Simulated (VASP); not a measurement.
# LaInRu (P4/nmm) in VASP: single point with PBE

Aim: the single point of LaInRu with PBE.

Everything below comes from runs of VASP 6.6.1. Logs are shortened: lines on timing, memory, paths and dates and some standing lists are left out, and cuts for length are marked.

**1. The cell of the first run**

Symmetry: P4/nmm, No. 129, tetragonal system. Conventional cell: a = 4.411 Å, b = 4.411 Å, c = 6.514 Å, α = 90.00°, β = 90.00°, γ = 90.00°. Within 3.5 Å of In (site symmetry 4mm) lie 4 Ru at 2.66 Å and 6 La at 3.12 to 3.39 Å. La (site symmetry 4mm) has 4 Ru at 2.91 Å and 6 In at 3.12 to 3.39 Å within 3.8 Å. Ru (site symmetry -4m2) has 4 In at 2.66 Å and 4 La at 2.91 Å and 4 Ru at 3.12 Å within 3.5 Å.

**2. Single point, PBE**

Contents of INCAR:

```
PREC = Accurate
ENCUT = 520
EDIFF = 1E-6
ISMEAR = -1
SIGMA = 0.1
LREAL = F
LASPH = T
NELM = 60
ALGO = Normal
ISIF = 2
LWAVE = F
LCHARG = F
GGA = PE
NBANDS = 47
```

Contents of KPOINTS:

```
regular mesh
0
Gamma
  8 8 5
```

Contents of POSCAR:

```
LaInRu
1.0
    4.4109089815      0.0000000000      0.0000000000
    0.0000000000      4.4109089815      0.0000000000
    0.0000000000      0.0000000000      6.5144037262
In La Ru
2 2 2
Direct
    0.2500000000      0.2500000000      0.2289703254
    0.7500000000      0.7500000000      0.7710296746
    0.2500000000      0.2500000000      0.7080946461
    0.7500000000      0.7500000000      0.2919053539
    0.7500000000      0.2500000000      0.0000000000
    0.2500000000      0.7500000000      0.0000000000
```

Potentials or basis: VASP PAW PBE potentials, release 64 (In_d, La, Ru_pv).

Started as:

```
$ cat potpaw_PBE.64/In_d/POTCAR potpaw_PBE.64/La/POTCAR potpaw_PBE.64/Ru_pv/POTCAR > POTCAR
$ mpirun -np 1 vasp_std > vasp.out
```

OUTCAR:

```text
PREC = Accurate
   ENCUT = 520
   EDIFF = 1E-6
   ISMEAR = -1
   LREAL = F
   LASPH = T
   NELM = 60
   ISIF = 2
   GGA = PE

 ion  position               nearest neighbor table
   1  0.250  0.250  0.229-   5 2.66   6 2.66   6 2.66   5 2.66   3 3.12   4 3.15   4 3.15   4 3.15
                             4 3.15   3 3.39
   2  0.750  0.750  0.771-   5 2.66   6 2.66   5 2.66   6 2.66   4 3.12   3 3.15   3 3.15   3 3.15
                             3 3.15   4 3.39
   3  0.250  0.250  0.708-   5 2.91   6 2.91   6 2.91   5 2.91   1 3.12   2 3.15   2 3.15   2 3.15
                             2 3.15   1 3.39
   4  0.750  0.750  0.292-   5 2.91   6 2.91   5 2.91   6 2.91   2 3.12   1 3.15   1 3.15   1 3.15
                             1 3.15   2 3.39
   5  0.750  0.250  0.000-   1 2.66   2 2.66   2 2.66   1 2.66   3 2.91   4 2.91   4 2.91   3 2.91
                             6 3.12   6 3.12   6 3.12   6 3.12
   6  0.250  0.750  0.000-   1 2.66   2 2.66   1 2.66   2 2.66   3 2.91   3 2.91   4 2.91   4 2.91
                             5 3.12   5 3.12   5 3.12   5 3.12

  LATTYP: Found a simple tetragonal cell.
 ALAT       =     4.4109089815
 C/A-ratio  =     1.4768846407

  Lattice vectors:

 A1 = (   4.4109089815,   0.0000000000,   0.0000000000)
 A2 = (   0.0000000000,   4.4109089815,   0.0000000000)
 A3 = (   0.0000000000,   0.0000000000,   6.5144037262)

Analysis of symmetry for initial positions (statically):
=====================================================================
 Subroutine PRICEL returns:
 Original cell was already a primitive cell.

 Routine SETGRP: Setting up the symmetry group for a
 simple tetragonal supercell.

 Subroutine GETGRP returns: Found 16 space group operations
 (whereof  4 operations were pure point group operations)
 out of a pool of 16 trial point group operations.

The static configuration has the point symmetry C_2h.
 The point group associated with its full space group is D_4h.

Analysis of symmetry for dynamics (positions and initial velocities):
=====================================================================
 Subroutine PRICEL returns:
 Original cell was already a primitive cell.

 Routine SETGRP: Setting up the symmetry group for a
 simple tetragonal supercell.

 Subroutine GETGRP returns: Found 16 space group operations
 (whereof  4 operations were pure point group operations)
 out of a pool of 16 trial point group operations.

The dynamic configuration has the point symmetry C_2h.
 The point group associated with its full space group is D_4h.

 Subroutine INISYM returns: Found 16 space group operations
[... 103 lines left out ...]
   ENCUT  =  520.0 eV  38.22 Ry    6.18 a.u.   8.20  8.20 12.11*2*pi/ulx,y,z
   NELM   =     60;   NELMIN=  2; NELMDL= -5     # of ELM steps
   EDIFF  = 0.1E-05   stopping-criterion for ELM
   LREAL  =      F    real-space projection
   EDIFFG = 0.1E-04   stopping-criterion for IOM
   NSW    =      0    number of steps for IOM
   IBRION =     -1    ionic relax: 0-MD 1-quasi-New 2-CG
   NFREE  =      0    steps in history (QN), initial steepest desc. (CG)
   ISIF   =      2    stress and relaxation
   ISYM   =      2    0-nonsym 1-usesym 2-fastsym
   POTIM  = 0.5000    time-step for ionic-motion
   TEBEG  =    0.0;   TEEND  =   0.0 temperature during run
   PSTRESS=    0.0 pullay stress
   NELECT =      76.0000    total number of electrons
   NUPDOWN=      -1.0000    fix difference up-down
   EMIN   =  10.00;   EMAX   =-10.00  energy-range for DOS
   EFERMI =   0.00;   METHOD = LEGACY
   ISMEAR =    -1;   SIGMA  =   0.10  broadening in eV -4-tet -1-fermi 0-gaus
   EFERMI_NEDOS =   21; number of points for ismear=-14 and -15
   IALGO  =     38    algorithm
   IMIX   =      4    mixing-type and parameters
     AMIX     =   0.40;   BMIX     =  1.00
     AMIX_MAG =   1.60;   BMIX_MAG =  1.00
  volume/ion in A,a.u.               =      21.12       142.55
  Fermi-wavevector in a.u.,A,eV,Ry     =   1.380498  2.608763 25.929634  1.905774
  Thomas-Fermi vector in A             =   2.505369
   LORBIT       =      0    0 simple, 1 ext, 2 COOP (PROOUT), +10 PAW based schemes
   GGA     = PE    functional components
   LHFCALC =     F    Hartree Fock is set to
   AEXX    =    0.0000 exact exchange contribution
   IVDW    =     0    specifies the selected vdW correction
   LEPSILON=     F    determine dielectric tensor
   LRPA    =     F    only Hartree local field effects (RPA)
 non-spin polarized calculation
  energy-cutoff  :      520.00
  volume of cell :      126.75
 maximum number of plane-waves:      3436
 NGX is ok and might be reduce to    36
   NGX = 17   NGY = 17   NGZ = 25

 number of electron      75.9999995 magnetization

 Free energy of the ion-electron system (eV)
  ---------------------------------------------------
  ext. energy  EPLUGINS =         0.00000000
  ---------------------------------------------------
  free energy    TOTEN  =       -33.80054868 eV

  energy without entropy =      -33.67640072  energy(sigma->0) =      -33.73847470

 E-fermi :  10.6013     XC(G=0): -11.4974

 val. band max:       10.5916015981   @ k =   0.3750   0.3750   0.0000
 cond. band min:      10.6209740827   @ k =   0.5000   0.2500   0.0000
 fundamental gap:      0.0293724846
 Fermi energy:        10.6012915084

 k-point     1 :       0.0000    0.0000    0.0000
  band No.  band energies     occupation
      1     -31.4733      2.00000
      2     -31.4733      2.00000
      3     -31.3806      2.00000
      4     -31.3537      2.00000
      5     -31.3537      2.00000
      6     -31.3484      2.00000
[... 1189 lines left out ...]
     46      13.3903      0.00000
     47      13.5151      0.00000

 [... further k-points ...]
[... 5 lines left out ...]
  --------------------------------------------------------------------------------------
  -------------------------------------------------------------------------------------
  Total       15.8725905     15.8725905     15.8173778     -0.0000000      0.0000000      0.0000000
  in kB      200.6446256    200.6446256    199.9466850     -0.0000000      0.0000000      0.0000000
  external PRESSURE =     200.4119788 kB  Pullay stress =       0.0000000 kB

 VOLUME and BASIS-vectors are now :
 -----------------------------------------------------------------------------
  energy-cutoff  :      520.00
  volume of cell :      126.75
      direct lattice vectors                 reciprocal lattice vectors
     4.410908982  0.000000000  0.000000000     0.226710640  0.000000000  0.000000000
     0.000000000  4.410908982  0.000000000     0.000000000  0.226710640  0.000000000
     0.000000000  0.000000000  6.514403726     0.000000000  0.000000000  0.153505991

 POSITION                                       TOTAL-FORCE (eV/Angst)
 -----------------------------------------------------------------------------------
      1.10273      1.10273      1.49161         0.000000      0.000000      0.015061
      3.30818      3.30818      5.02280         0.000000      0.000000     -0.015061
      1.10273      1.10273      4.61281         0.000000     -0.000000     -0.011572
      3.30818      3.30818      1.90159         0.000000      0.000000      0.011572
      3.30818      1.10273      0.00000        -0.000000      0.000000     -0.000000
      1.10273      3.30818      0.00000        -0.000000     -0.000000     -0.000000
 -----------------------------------------------------------------------------------
    total drift:                                0.000000      0.000000      0.000000

  FREE ENERGIE OF THE ION-ELECTRON SYSTEM (eV)
  ---------------------------------------------------
  free  energy   TOTEN  =       -33.8005486781 eV

  energy  without entropy=      -33.6764007172  energy(sigma->0) =      -33.73847470
```

It took 2.5 min on 1 thread of Intel Xeon 6975P-C (Granite Rapids), shared host; peak memory 0.42 GiB.

What came out:

```
Free energy            : -33.8005 eV
Pressure               : 20.0 GPa
Largest force          : 0.015 eV/Å
Band gap on the k mesh : zero (bands 38 and 39 overlap by 0.73 eV)
```

Forces on the atoms (eV/Å):
```
In   0.000  0.000  0.015
In   0.000  0.000 -0.015
La   0.000  0.000 -0.012
La   0.000  0.000  0.012
Ru   0.000  0.000  0.000
Ru   0.000  0.000  0.000
```

Levels at points of the mesh, in eV from the Fermi level:
```tsv
k point	band 36	band 37	band 38	band 39	band 40	band 41
(0.00, 0.00, 0.00)	0.15	0.43	0.43	0.89	1.10	1.49
(0.50, 0.00, 0.00)	-1.70	-0.82	-0.82	0.02	0.02	1.46
(0.50, 0.50, 0.00)	-1.05	0.11	0.11	0.74	0.74	0.86
```

Caveat: the cell stands under pressure; spin-orbit coupling is left out, which moves the levels of the heavy elements.

The gap in the log of VASP goes by the Fermi energy; the results here count the filled bands.